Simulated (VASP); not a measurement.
Write the native input for VASP 6.6.1 that does the following.

```yaml
Task: single point
Functional: r2SCAN
Potentials_or_basis: VASP PAW PBE potentials, release 64 (Rh_sv_GW)
Cutoff: 680 eV
k_mesh: 8 × 8 × 8
Occupations: gaussian, width 0.15 eV
Spin: no spin polarisation
Dipole_correction: no
Further_INCAR_settings: ALGO = Normal; EDIFF = 1e-06; NBANDS = 14
```

The system is Rh.

```
Rh
1.0
     0.00000    1.84450    1.90155
     1.84450    0.00000    1.90155
     1.84450    1.84450    0.00000
Rh
1
Cartesian
  0.0000 0.0000 0.0000
```

This cell differs from its parent crystal: strain -0.030 along x and y, +0.000 along z.

These files were run (other wordings do the same):

POSCAR

```
Rh
1.0
    0.0000000000      1.8445035000      1.9015500000
    1.8445035000      0.0000000000      1.9015500000
    1.8445035000      1.8445035000      0.0000000000
Rh
1
Direct
    0.0000000000      0.0000000000      0.0000000000
```

INCAR.step1

```
PREC = Accurate ; ENCUT = 680
ISMEAR = 0 ; SIGMA = 0.15
LREAL = False ; LASPH = True
NELM = 120 ; NBANDS = 14
GGA = PE ; ALGO = Normal
EDIFF = 1E-5 ; LWAVE = True
LCHARG = False ; GGA_COMPAT = False
```

INCAR.step2

```
PREC = Accurate ; ENCUT = 680
EDIFF = 1E-6 ; ISMEAR = 0
SIGMA = 0.15 ; LREAL = False
LASPH = True ; NELM = 120
ALGO = Normal ; ISIF = 2
LWAVE = False ; LCHARG = False
METAGGA = R2SCAN ; LMIXTAU = True
NBANDS = 14 ; ISTART = 1
GGA_COMPAT = False
```

KPOINTS

```
Automatic mesh
0
Gamma
  8 8 8
```

Potentials or basis: VASP PAW PBE potentials, release 64 (Rh_sv_GW).

Command:

```bash
$ cat potpaw_PBE.64/Rh_sv_GW/POTCAR > POTCAR
$ cp INCAR.step1 INCAR
$ mpirun -np 1 vasp_std > vasp.out
$ cp INCAR.step2 INCAR
$ mpirun -np 1 vasp_std > vasp.out
```

Results of the run:

```yaml
Pressure: 20.3 GPa
Band_gap_on_the_k_mesh: zero (an odd number of electrons rules out a gap without spin polarisation)
```

Caveat: the k points lie up to 0.37 Å⁻¹ apart, too coarse for converged energies and pressures of a metal; the cell differs from its parent crystal (strain -0.030 along x and y, +0.000 along z); the PAW data sets were made with another functional, which shifts forces and pressure a little.

It took 26 s on 1 thread of Intel(R) Xeon(R) 6975P-C (Granite Rapids) (shared host), peak memory 0.16 GiB.
